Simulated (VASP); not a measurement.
A run of VASP 6.6.1 is set up as follows.

INCAR

```
PREC = Accurate
ENCUT = 520
EDIFF = 1E-6
ISMEAR = -1
SIGMA = 0.08
LREAL = False
LASPH = True
NELM = 80
ALGO = Normal
ISIF = 2
LWAVE = False
LCHARG = False
GGA = PE
NBANDS = 20
```

File KPOINTS:

```
regular mesh
0
Gamma
  13 13 13
```

POSCAR

```
WS2
1.0
    1.5842462713      0.9146650112      6.1838063298
   -1.5842462713      0.9146650112      6.1838063298
    0.0000000000     -1.8293300223      6.1838063298
W S
1 2
Direct
    0.0000000000      0.0000000000      0.0000000000
    0.7503000000      0.7503000000      0.7503000000
    0.5810000000      0.5810000000      0.5810000000
```

Potentials or basis: VASP PAW PBE potentials, release 64 (W_sv, S).

The run is started by

```sh
$ cat potpaw_PBE.64/W_sv/POTCAR potpaw_PBE.64/S/POTCAR > POTCAR
$ mpirun -np 1 vasp_std > vasp.out
```

(1) Estimate the pressure.

(2) Predict the band gap on the k mesh.

## Answers

(1) 2.8 GPa.

(2) 1.08 eV, indirect (least direct gap 2.08 eV).

Caveat: spin-orbit coupling is left out, which moves the levels of the heavy elements.
